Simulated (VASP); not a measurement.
The system is Cu.

```xyz
4
Lattice="2.5308 0.0000 0.0000 -1.2654 2.1917 0.0000 0.0000 0.0000 8.2618" Properties=species:S:1:pos:R:3 pbc="T T T"
Cu    1.2654    0.7306    6.1964
Cu    0.0000    0.0000    4.1309
Cu    0.0000    1.4611    2.0655
Cu    0.0000    0.0000    0.0000
```

This isn't the form of Cu at room conditions, which is fcc.

| Item | Value |
| --- | --- |
| Program | VASP 6.6.1 |
| Task | relaxation of cell and atoms |
| Functional | BLYP |
| Potentials or basis | VASP PAW PBE potentials, release 64 (Cu) |
| Cutoff | 600 eV |
| k mesh | 12 × 12 × 4 |
| Occupations | fermi-dirac, width 0.05 eV |
| Spin | no spin polarisation |

At the start: pressure 16.1 GPa; volume 11.46 Å³/atom.

Problem. How do energy, volume and symmetry change on relaxing?

Solution. Over 10 steps the energy falls by 60.3 meV/atom and the volume is 12.79 Å³/atom (+11.6 %); space group P6_3/mmc (No. 194, to 0.1 Å) before and after.

The path:
```csv
step,energy change (eV),largest force (eV/Å),pressure (GPa),volume (Å³)
1,0.0000,0.0000,16.09,45.83
2,-0.1953,0.0000,-5.10,53.89
3,-0.2407,0.0000,-0.10,51.14
4,-0.2406,0.0000,0.24,51.03
5,-0.2409,0.0000,0.25,51.04
6,-0.2410,0.0000,0.22,51.04
7,-0.2409,0.0000,0.23,51.04
8,-0.2410,0.0000,0.23,51.04
9,-0.2411,0.0000,-0.13,51.21
10,-0.2411,0.0000,-0.04,51.16
```

Final structure:
```
CELL_PARAMETERS angstrom
2.63177 0.00000 0.00000
-1.31588 2.27918 0.00000
0.00000 0.00000 8.52933
ATOMIC_POSITIONS crystal
Cu 0.66667 0.33333 0.75000
Cu 0.00000 0.00000 0.50000
Cu 0.33333 0.66667 0.25000
Cu 0.00000 0.00000 0.00000
```

Caveat: the PAW data sets were made with another functional, which shifts forces and pressure a little.
